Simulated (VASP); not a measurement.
A run of VASP 6.6.1 is set up as follows.

Contents of INCAR:

```
PREC     = Accurate       # precision mode
ENCUT    = 600            # plane-wave cutoff, eV
EDIFF    = 1E-6           # SCF threshold, eV
ISMEAR   = 0              # smearing method
SIGMA    = 0.1            # smearing width, eV
LREAL    = False          # projectors in reciprocal space
LASPH    = True           # aspherical terms in the spheres
NELM     = 60             # most SCF steps
ALGO     = Normal         # electronic algorithm
ISIF     = 3              # what is computed and relaxed
LWAVE    = False          # write WAVECAR
LCHARG   = False          # write CHGCAR
GGA      = PE             # functional
IBRION   = 2              # ionic algorithm
NSW      = 90             # ionic steps
EDIFFG   = -0.04          # ionic threshold
```

File KPOINTS:

```
Automatic mesh
0
Gamma
  6 6 6
```

POSCAR

```
V3H
1.0
    3.5237808146      0.0000000000      0.0000000000
    0.0000000000      3.5237808146      0.0000000000
    0.0000000000      0.0000000000      3.5237808146
V H
3 1
Direct
    0.0000000000      0.5000000000      0.5000000000
    0.5000000000      0.0000000000      0.5000000000
    0.5000000000      0.5000000000      0.0000000000
    0.0000000000      0.0000000000      0.0000000000
```

Potentials or basis: VASP PAW PBE potentials, release 64 (V_sv, H).

Command:

```sh
$ cat potpaw_PBE.64/V_sv/POTCAR potpaw_PBE.64/H/POTCAR > POTCAR
$ mpirun -np 1 vasp_std > vasp.out
```

(1) Predict the space group after relaxing (to 0.05 Å).

(2) Estimate the relaxed cell.

Answers

(1) Pm-3m (No. 221).

(2) a = 3.591 Å, b = 3.591 Å, c = 3.591 Å, α = 90.00°, β = 90.00°, γ = 90.00°.
